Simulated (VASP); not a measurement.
## Si3N4: relaxation of cell and atoms with PBEsol

Si3N4:

```xyz
7
Lattice="4.1308 0.0000 0.0000 0.0000 4.1308 0.0000 0.0000 0.0000 4.1308" Properties=species:S:1:pos:R:3 pbc="T T T"
Si    0.0000    0.0000    2.0654
Si    2.0654    0.0000    0.0000
Si    0.0000    2.0654    0.0000
N     0.9894    0.9894    3.1414
N     3.1414    3.1414    3.1414
N     0.9894    3.1414    0.9894
N     3.1414    0.9894    0.9894
```

```json
{"Program": "VASP 6.6.1", "Task": "relaxation of cell and atoms", "Functional": "PBEsol", "Potentials or basis": "VASP PAW PBE potentials, release 64 (Si, N)", "Cutoff": "600 eV", "k mesh": "7 × 7 × 7", "Occupations": "fermi-dirac, width 0.05 eV", "Spin": "no spin polarisation", "Dipole correction": "no", "Further INCAR settings": "ALGO = Normal; EDIFF = 1e-06; IBRION = 2; EDIFFG = -0.01; NSW = 60; ISIF = 3"}
```

| Item | Value |
| --- | --- |
| Relaxed volume | 9.89 Å³/atom |
| Relaxed cell | a = 4.106 Å, b = 4.106 Å, c = 4.106 Å, α = 90.00°, β = 90.00°, γ = 90.00° |
| Space group after relaxing (to 0.05 Å) | P-43m (No. 215) |
| Energy gained by relaxing | 2.2 meV/atom |
| Ionic steps | 5 |
| Pressure after relaxing | 0.0 GPa |
| Band gap on the k mesh | 2.61 eV, indirect (least direct gap 2.80 eV) |

The path:
```
step  energy change (eV)  largest force (eV/Å)  pressure (GPa)  volume (Å³)
   1              0.0000                0.0478           -3.99        70.48
   2              0.0106                0.3365            5.46        67.96
   3             -0.0140                0.1113           -0.08        69.38
   4             -0.0154                0.0318           -0.05        69.26
   5             -0.0156                0.0009           -0.03        69.22
```

Final structure:
```xyz
7
Lattice="4.1058 0.0000 0.0000 0.0000 4.1058 0.0000 0.0000 0.0000 4.1058" Properties=species:S:1:pos:R:3 pbc="T T T"
Si    0.0000    0.0000    2.0529
Si    2.0529    0.0000    0.0000
Si    0.0000    2.0529    0.0000
N     0.9867    0.9867    3.1192
N     3.1192    3.1192    3.1192
N     0.9867    3.1192    0.9867
N     3.1192    0.9867    0.9867
```

Levels at points of the mesh, in eV from the valence-band top:
```
           k point  band 12  band 13  band 14  band 15  band 16  band 17  band 18  band 19  band 20
(0.00, 0.00, 0.00)    -3.33    -3.33    -0.19    -0.19    -0.19     2.61     2.61     2.61     4.37
```

Wall time 38 s on 1 thread of Intel(R) Xeon(R) 6975P-C (Granite Rapids) (shared host), peak memory 0.21 GiB.

Caveat: the PAW data sets were made with another functional, which shifts forces and pressure a little. A k mesh can miss the band edges.
